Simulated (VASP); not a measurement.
Input of a VASP 6.6.1 run:

Contents of INCAR:

```
ALGO     = Normal         # electronic algorithm
EDIFF    = 1E-6           # SCF threshold, eV
ENCUT    = 520            # plane-wave cutoff, eV
GGA      = PE             # functional
ISIF     = 2              # what is computed and relaxed
ISMEAR   = -1             # smearing method
ISPIN    = 2              # spin polarisation
LASPH    = True           # aspherical terms in the spheres
LCHARG   = False          # write CHGCAR
LMAXMIX  = 4              # l up to which the mixer works
LORBIT   = 11             # projections on sites
LREAL    = False          # projectors in reciprocal space
LWAVE    = False          # write WAVECAR
MAGMOM   = 1.94           # initial moments
NBANDS   = 15             # bands
NELM     = 150            # most SCF steps
NUPDOWN  = 1.94           # fixed moment
PREC     = Accurate       # precision mode
SIGMA    = 0.05           # smearing width, eV
```

File KPOINTS:

```
k-points
0
Gamma
  15 15 15
```

Contents of POSCAR:

```
Ni
1.0
    0.0000000000      1.7724000000      1.7724000000
    1.7724000000      0.0000000000      1.7724000000
    1.7724000000      1.7724000000      0.0000000000
Ni
1
Direct
    0.0000000000      0.0000000000      0.0000000000
```

Potentials or basis: VASP PAW PBE potentials, release 64 (Ni).

Run with:

```bash
$ cat potpaw_PBE.64/Ni/POTCAR > POTCAR
$ mpirun -np 1 vasp_std > vasp.out
```

Question: What does it give for the pressure?

Answer: 18.6 GPa.

Caveat: the total moment is fixed, so each spin has its own Fermi level.
